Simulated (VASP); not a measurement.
Wanted: the native input for a VASP 6.6.1 run.

```yaml
Task: relaxation of cell and atoms
Functional: PBE
Potentials_or_basis: VASP PAW PBE potentials, release 64 (Sn_d, Se)
Cutoff: 600 eV
k_mesh: 6 × 6 × 4
Occupations: gaussian, width 0.05 eV
Spin: no spin polarisation
Dipole_correction: no
Further_INCAR_settings: ALGO = Normal; EDIFF = 1e-06; IBRION = 2; EDIFFG = -0.03; NSW = 80; ISIF = 3
```

The structure of SnSe2 lies in POSCAR:

```
SnSe2
1.0
    3.8213923551      0.0000000000      0.0000000000
   -1.9106961776      3.3094228574      0.0000000000
    0.0000000000      0.0000000000      6.1646989881
Sn Se
1 2
Direct
    0.0000000000      0.0000000000      0.0000000000
    0.3333333333      0.6666666667      0.2520000000
    0.6666666667      0.3333333333      0.7480000000
```

The input as run:

INCAR

```
SYSTEM = SnSe2
PREC = Accurate
ENCUT = 600
EDIFF = 1E-6
ISMEAR = 0
SIGMA = 0.05
LREAL = .False.
LASPH = .True.
NELM = 60
ALGO = Normal
ISIF = 3
LWAVE = .False.
LCHARG = .False.
GGA = PE
IBRION = 2
NSW = 80
EDIFFG = -0.03
```

KPOINTS

```
Automatic mesh
0
Gamma
  6 6 4
  0 0 0
```

Potentials or basis: VASP PAW PBE potentials, release 64 (Sn_d, Se).

Run with:

```sh
$ cat potpaw_PBE.64/Sn_d/POTCAR potpaw_PBE.64/Se/POTCAR > POTCAR
$ mpirun -np 1 vasp_std > vasp.out
```

It gave:

The relaxed volume is 29.73 Å³/atom. The relaxed cell is a = 3.884 Å, b = 3.884 Å, c = 6.828 Å, α = 90.00°, β = 90.00°, γ = 120.00°, the space group after relaxing (to 0.05 Å) is P-3m1 (No. 164) and the energy gained by relaxing is 25.5 meV/atom. The ionic steps are 20. The pressure after relaxing is -0.1 GPa, the largest force after relaxing is 0.010 eV/Å and the band gap on the k mesh is 0.70 eV, indirect (least direct gap 1.10 eV).

Caveat: spin-orbit coupling is left out, which moves the levels of the heavy elements; this functional lacks dispersion, which binds the layers, so the pressure and a relaxed spacing across them are unreliable.

Run time: 3.1 min on 1 thread of Intel(R) Xeon(R) 6975P-C (Granite Rapids) (shared host), peak memory 0.24 GiB.
